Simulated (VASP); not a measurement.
Cu, 4 atoms in the cell. It takes space group P6_3/mmc (No. 194, hexagonal). The conventional cell has a = 2.479 Å, b = 2.479 Å, c = 8.093 Å, α = 90.00°, β = 90.00°, γ = 120.00°. Cu (site symmetry -6m2) has 12 Cu at 2.48 Å within 3.3 Å. Within 3.3 Å of Cu (site symmetry -3m) lie 12 Cu at 2.48 Å. This isn't the form of Cu at room conditions, which is fcc.

* Program: VASP 6.6.1
* Task: single point
* Functional: PBEsol
* Potentials or basis: VASP PAW PBE potentials, release 64 (Cu_sv_GW)
* Cutoff: 700 eV
* k mesh: 12 × 12 × 4
* Occupations: fermi-dirac, width 0.05 eV
* Spin: no spin polarisation
* Dipole correction: no
* Further INCAR settings: ALGO = Normal; EDIFF = 1e-06; NBANDS = 46

Potentials or basis: VASP PAW PBE potentials, release 64 (Cu_sv_GW).

Command:

```bash
$ cat potpaw_PBE.64/Cu_sv_GW/POTCAR > POTCAR
$ mpirun -np 1 vasp_std > vasp.out
```

Hardware: 1 thread of AMD EPYC 9R45 96-Core Processor (Zen 5), with other jobs on the host.

Task: How long does it take, and how much memory?

Result: Run time: 2.7 min on 1 thread of AMD EPYC 9R45 96-Core Processor (Zen 5), on a shared host, peak memory 0.26 GiB. Counts: scf iterations 14, k points 57.
